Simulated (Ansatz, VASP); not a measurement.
Two plane-wave programs on MgZrC

```
Mg Zr C
1.0
     3.84342    0.00000    0.00000
    -1.92171    3.32850    0.00000
     0.00000    0.00000    4.27504
Mg Zr C
1 1 1
Cartesian
  0.0000 0.0000 0.0000
  1.9217 1.1095 2.1375
  0.0000 2.2190 2.1375
```

Change from the starting cell: species swapped into the SrAlGe type (P-6m2, No. 187).

Alike in both runs: task single point; functional PBE; k mesh 6 × 6 × 4; occupations gaussian, width 0.1 eV; no spin polarisation.

|  | VASP | Ansatz |
| --- | --- | --- |
| version | VASP 6.6.1 | Ansatz 0.2.0 |
| potentials or method | VASP PAW PBE potentials, release 64 (Mg, Zr_sv, C), cutoff 520 eV | scalar-relativistic, plane waves, PAW |
| valence electrons in the cell | 18 | 26 |

```tsv
	VASP	Ansatz	Ansatz less VASP
gap on the k mesh at the Fermi level (eV)	none	none	-
pressure (GPa)	-3.4	-3.4	-0.02
traceless stress, the component that is largest in VASP (GPa)	7.61	7.69	+0.084
```

A gap of «none» marks a metal or a gap that the smearing closes. With one functional, cell and mesh, what is left measures potentials, basis and numerics. VASP's potentials hold 18 valence electrons a cell and Ansatz's 26, so a difference there can come from the potentials and not from the codes.

The k mesh is coarse, so the values compare programs but aren't converged.
